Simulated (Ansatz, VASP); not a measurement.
**One calculation of CdSe, two programs**

```
Cd Se
1.0
     0.00000    3.13618    3.13618
     3.13618    0.00000    3.13618
     3.05380    3.05380    0.08238
Cd Se
1 1
Direct
  0.00000 0.00000 0.00000
  0.75000 0.75000 0.75000
```

Alike in both runs: task single point; functional PBEsol; k mesh 10 × 10 × 10; occupations gaussian, width 0.05 eV; no spin polarisation.

|  | VASP | Ansatz |
| --- | --- | --- |
| version | VASP 6.6.1 | Ansatz 0.2.0 |
| potentials or method | VASP PAW PBE potentials, release 64 (Cd, Se), cutoff 520 eV | scalar-relativistic, plane waves, PAW |
| valence electrons in the cell | 18 | 36 |

```csv
,VASP,Ansatz,Ansatz less VASP
gap on the k mesh at the Fermi level (eV),0.38,0.38,0.000
least direct gap on the mesh (eV),0.38,0.38,0.000
pressure (GPa),-2.0,-2.3,-0.27
"traceless stress, the component that is largest in VASP (GPa)",1.07,1.04,-0.028
rms of the force components (eV/Å),0.147,0.140,-0.0070
```

VASP's potentials were made for PBE, not for PBEsol. Atom by atom the forces differ by 0.007 eV/Å (rms over components). VASP's potentials hold 18 valence electrons a cell and Ansatz's 36, so a difference there can come from the potentials and not from the codes.
